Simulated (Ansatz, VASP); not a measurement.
# Al: VASP beside Ansatz

```
Al
1.0
    -1.73678    1.73678    1.40940
     1.73678   -1.73678    1.40940
     1.73678    1.73678   -1.40940
Al
1
Cartesian
  0.0000 0.0000 1.4094
```

Alike in both runs: functional PBE; k mesh 24 × 24 × 24; occupations gaussian, width 0.1 eV; no spin polarisation.

Ansatz relaxed the structure, and its values are those at the end. VASP's run is a single point on that final structure, the one shown.

```csv
,VASP,Ansatz
version,VASP 6.6.1,Ansatz 0.2.0
potentials or method,"VASP PAW PBE potentials, release 64 (Al), cutoff 520 eV","scalar-relativistic, plane waves, PAW"
valence electrons in the cell,3,3
```

```csv
,VASP,Ansatz,Ansatz less VASP
gap on the k mesh at the Fermi level (eV),none,none,-
pressure (GPa),0.0,0.0,+0.03
```

A gap of «none» marks a metal or a gap that the smearing closes. The functional is the same, so the differences come from potentials, cutoffs and numerics.
